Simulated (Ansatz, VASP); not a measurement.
**MgCd3Se4: VASP beside Ansatz**

```xyz
8
Lattice="-2.9338 2.9338 5.8677 2.9338 -2.9338 5.8677 2.9338 2.9338 -5.8677" Properties=species:S:1:pos:R:3 pbc="T T T"
Mg    0.0000    0.0000    5.8677
Cd    0.0000    2.9338    2.9338
Cd    2.9338    0.0000    2.9338
Cd    0.0000    0.0000    0.0000
Se    0.0000    2.9338    0.0000
Se    2.9338    0.0000    0.0000
Se    0.0000    0.0000    2.9338
Se    0.0000    0.0000    8.8015
```

Alike in both runs: task single point; functional PBE; k mesh 4 × 4 × 4; occupations gaussian, width 0.1 eV; no spin polarisation.

|  | VASP | Ansatz |
| --- | --- | --- |
| version | VASP 6.6.1 | Ansatz 0.2.0 |
| potentials or method | VASP PAW PBE potentials, release 64 (Mg, Cd, Se), cutoff 520 eV | scalar-relativistic, plane waves, PAW |
| valence electrons in the cell | 62 | 134 |

Ansatz gave:

- gap on the k mesh at the Fermi level (eV): none
- pressure (GPa): -4.5
- traceless stress, the component that is largest in VASP (GPa): 0.08
- rms of the force components (eV/Å): 0.053

**Question.** Estimate VASP's values.

**Answer.** gap on the k mesh at the Fermi level (eV): none; pressure (GPa): -4.3; traceless stress, the component that is largest in VASP (GPa): 0.08; rms of the force components (eV/Å): 0.058.

Atom by atom the forces differ by 0.005 eV/Å (rms over components). A gap of «none» marks a metal or a gap that the smearing closes. VASP's potentials hold 62 valence electrons a cell and Ansatz's 134, so a difference there can come from the potentials and not from the codes.

The k mesh is coarse, so the values compare programs but aren't converged.
